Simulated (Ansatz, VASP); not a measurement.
**One calculation of LiF, two programs**

INCAR

```
  PREC = Accurate
  ENCUT = 750
  EDIFF = 1E-6
  ISMEAR = -1
  SIGMA = 0.03
  LREAL = False
  LASPH = True
  NELM = 120
  ALGO = Normal
  ISIF = 2
  LWAVE = False
  LCHARG = False
  GGA = CA
  NBANDS = 12
  GGA_COMPAT = False
```

File KPOINTS:

```
Automatic mesh
0
Gamma
  10 10 10
```

The input POSCAR:

```
LiF
1.0
    0.0000000000      2.0140000000      2.0140000000
    2.0140000000      0.0000000000      2.0140000000
    2.0140000000      2.0140000000      0.0000000000
Li F
1 1
Direct
    0.0000000000      0.0000000000      0.0000000000
    0.5000000000      0.5000000000      0.5000000000
```

Input for Ansatz:

```yaml
crystal:
  lattice:
    - [0.0, 2.014, 2.014]
    - [2.014, 0.0, 2.014]
    - [2.014, 2.014, 0.0]
  atoms:
    - { symbol: Li, position: [0.0, 0.0, 0.0] }
    - { symbol: F, position: [0.5, 0.5, 0.5] }
kpoints:
  mp_grid: { grid: [10, 10, 10] }
  band_path:
    path:
      - [0.0, 0.0, 0.0]
      - [0.5, 0.0, 0.5]
      - [0.625, 0.25, 0.625]
      - [0.375, 0.375, 0.75]
      - [0.0, 0.0, 0.0]
      - [0.5, 0.5, 0.5]
      - [0.5, 0.25, 0.75]
      - [0.5, 0.0, 0.5]
    npoints: 5
scf:
  occupations: { method: fermi_dirac, width: 0.03 }
hamiltonian:
  xc: lda
  pseudopotentials: { kind: all_electron, lapw: { basis_error: 0.00025 } }
output:
  forces: true
  stress: true
  eigenvalues: true
```

Alike in both runs: task single point; functional LDA; k mesh 10 × 10 × 10; occupations fermi-dirac, width 0.03 eV; no spin polarisation.

|  | VASP | Ansatz |
| --- | --- | --- |
| version | VASP 6.6.1 | Ansatz 0.2.0 |
| potentials or method | VASP PAW LDA potentials, release 64 (Li_sv, F), cutoff 750 eV | all-electron LAPW, scalar-relativistic |

Ansatz gave:

- gap on the k mesh at the Fermi level (eV): 8.82
- pressure (GPa): -6.4

What did VASP give for the same quantities?

gap on the k mesh at the Fermi level (eV): 8.83; pressure (GPa): -6.9.

LDA's correlation is that of Perdew and Zunger in VASP and of Perdew and Wang (1992) in Ansatz. Ansatz ran all-electron here, and VASP with PAW potentials.
